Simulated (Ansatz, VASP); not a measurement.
## Two plane-wave programs on Be

```
Be
1.0
    -1.21553    1.21553    1.25312
     1.21553   -1.21553    1.25312
     1.21553    1.21553   -1.25312
Be
1
Direct
  0.00000 0.00000 0.00000
```

Change from the starting cell: strain -0.030 along x and y, +0.000 along z, atoms carried along.

Alike in both runs: task single point; functional PBEsol; k mesh 26 × 26 × 26; occupations gaussian, width 0.15 eV; no spin polarisation.

|  | VASP | Ansatz |
| --- | --- | --- |
| version | VASP 6.6.1 | Ansatz 0.2.0 |
| potentials or method | VASP PAW PBE potentials, release 64 (Be), cutoff 520 eV | scalar-relativistic, plane waves, PAW |
| valence electrons in the cell | 2 | 2 |

```csv
,VASP,Ansatz,Ansatz less VASP
gap on the k mesh at the Fermi level (eV),none,none,-
pressure (GPa),6.5,6.1,-0.43
"traceless stress, the component that is largest in VASP (GPa)",-2.67,-2.67,+0.005
```

VASP's potentials were made for PBE, not for PBEsol. A gap of «none» marks a metal or a gap that the smearing closes. The functional is the same, so the differences come from potentials, cutoffs and numerics.
